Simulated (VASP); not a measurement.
Input of a VASP 6.6.1 run:

The input INCAR:

```
SYSTEM = Al3Cu2
  ALGO = Fast
  EDIFF = 1E-7
  ENCUT = 520
  ISIF = 2
  ISMEAR = 0
  LASPH = .TRUE.
  LCHARG = .TRUE.
  LELF = .TRUE.
  LREAL = .FALSE.
  LVHAR = .TRUE.
  LWAVE = .FALSE.
  NBANDS = 24
  NELM = 60
  PREC = Accurate
  SIGMA = 0.1
```

Contents of KPOINTS:

```
k-points
0
G
  12 12 8
  0 0 0
```

The input POSCAR:

```
Al3Cu2
1.0
    4.1429942828      0.0000000000      0.0000000000
   -2.0714971414      3.5879382967      0.0000000000
    0.0000000000      0.0000000000      5.0399715879
Al Cu
3 2
Direct
    0.0000000000      0.0000000000      0.0000000000
    0.3333333333      0.6666666667      0.6487161561
    0.6666666667      0.3333333333      0.3512838439
    0.3333333333      0.6666666667      0.1596663120
    0.6666666667      0.3333333333      0.8403336880
```

Potentials or basis: VASP PAW LDA potentials, release 64 (Al, Cu).

The run is started by

```sh
$ cat potpaw_LDA.64/Al/POTCAR potpaw_LDA.64/Cu/POTCAR > POTCAR
$ mpirun -np 1 vasp_std > vasp.out
```

Problem. Predict the pressure.

Solution. -6.1 GPa.

Problem. Predict the largest force.

Solution. 0.075 eV/Å.

Stress tensor (GPa, compression positive):
```
-6.07  0.00  0.00
 0.00 -6.07  0.00
 0.00  0.00 -6.25
```
